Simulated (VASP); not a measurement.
Here is a VASP 6.6.1 calculation.

The input INCAR:

```
SYSTEM = Si3Sn
PREC = Accurate
ENCUT = 520
EDIFF = 1E-6
ISMEAR = -1
SIGMA = 0.19
LREAL = Auto
LASPH = .TRUE.
NELM = 100
ALGO = Normal
ISIF = 2
LWAVE = .FALSE.
LCHARG = .FALSE.
GGA = PE
NBANDS = 66
```

KPOINTS

```
regular mesh
0
G
  2 2 2
  0 0 0
```

POSCAR

```
Si3Sn
1.0
    8.0850550000      0.0000000000      0.0000000000
    0.0000000000      8.0850550000      0.0000000000
    0.0000000000      0.0000000000      5.7555800000
Si Sn
12 4
Direct
    0.2464468083     -0.0028968263      0.7836146835
    0.2069058281      0.2545670994      0.0026266684
   -0.0177457049      0.2393689344      0.2225106766
    0.2453353750      0.4945523562      0.7274705590
    0.2349943198      0.7514524020      0.0040329558
   -0.0117875512      0.7759268181      0.2108237571
    0.7304102446      0.0032446285      0.8350619746
    0.7216236624      0.2344764507      0.0122601024
    0.4794107152      0.2254134326      0.1829846862
    0.7676538997      0.4764526648      0.8117108962
    0.7208132783      0.7601422625      0.0685371413
    0.4622103375      0.7491339267      0.2498194795
   -0.0106393834      0.0040066518      0.4895659517
   -0.0077184385      0.5099964070      0.4895093110
    0.5173189298      0.0072559803      0.5107784098
    0.5048140056      0.4731280121      0.4865907519
```

Potentials or basis: VASP PAW PBE potentials, release 64 (Si, Sn_d).

The run is started by

```console
$ cat potpaw_PBE.64/Si/POTCAR potpaw_PBE.64/Sn_d/POTCAR > POTCAR
$ mpirun -np 1 vasp_std > vasp.out
```

(1) Estimate the largest force.

(2) Predict the pressure.

(3) What does it give for the band gap on the k mesh?

Results:

(1) 3.534 eV/Å.

(2) 2.3 GPa.

(3) 0.12 eV, direct.

Caveat: the k points lie up to 0.55 Å⁻¹ apart; spin-orbit coupling is left out, which moves the levels of the heavy elements; forces of over 1 eV/Å act on the atoms, so gaps and moduli don't describe the material at rest.
